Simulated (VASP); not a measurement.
**SnO: single point with PBE+D3(BJ)**

SnO, a slab with vacuum:

```xyz
8
Lattice="3.8206 0.0000 0.0000 0.0000 3.8206 0.0000 0.0000 0.0000 22.2281" Properties=species:S:1:pos:R:3 pbc="T T T"
Sn    2.8654    0.9551    4.5000
Sn    0.9551    2.8654    6.8641
Sn    2.3879    4.7757   11.1141
Sn    4.2981    2.8654   13.4781
O     0.9551    0.9551    5.6820
O     2.8654    2.8654    5.6820
O     4.2981    4.7757   12.2961
O     2.3878    2.8654   12.2961
```

This cell differs from its parent crystal: layers slid over each other.

```yaml
Program: VASP 6.6.1
Task: single point
Functional: PBE
Dispersion: D3(BJ)
Potentials_or_basis: VASP PAW PBE potentials, release 64 (Sn_d, O)
Cutoff: 520 eV
k_mesh: 7 × 7 × 1
Occupations: gaussian, width 0.05 eV
Spin: no spin polarisation
Dipole_correction: yes
Further_INCAR_settings: ALGO = Normal; EDIFF = 1e-06; NBANDS = 50
```

```json
{"Largest force": "0.169 eV/Å", "Band gap on the k mesh": "2.58 eV (least direct gap 2.60 eV)", "Dispersion energy per atom": "-0.154 eV"}
```

Forces on the atoms (eV/Å):
```
Sn  -0.002  0.000 -0.068
Sn  -0.005  0.000  0.168
Sn   0.005  0.000 -0.168
Sn   0.002  0.000  0.068
O    0.003  0.000  0.011
O   -0.009  0.000  0.011
O    0.009  0.000 -0.011
O   -0.003  0.000 -0.011
```

Levels at points of the mesh, in eV from the valence-band top:
| k point | band 38 | band 39 | band 40 | band 41 | band 42 | band 43 |
| --- | --- | --- | --- | --- | --- | --- |
| (0.00, 0.00, 0.00) | -1.90 | -0.52 | -0.02 | 2.58 | 2.91 | 2.91 |

Wall time 3.9 min on 1 thread of Intel(R) Xeon(R) Platinum 8488C (Sapphire Rapids) (shared host), peak memory 0.45 GiB.

Caveat: the cell differs from its parent crystal (layers slid over each other); spin-orbit coupling is left out, which moves the levels of the heavy elements.
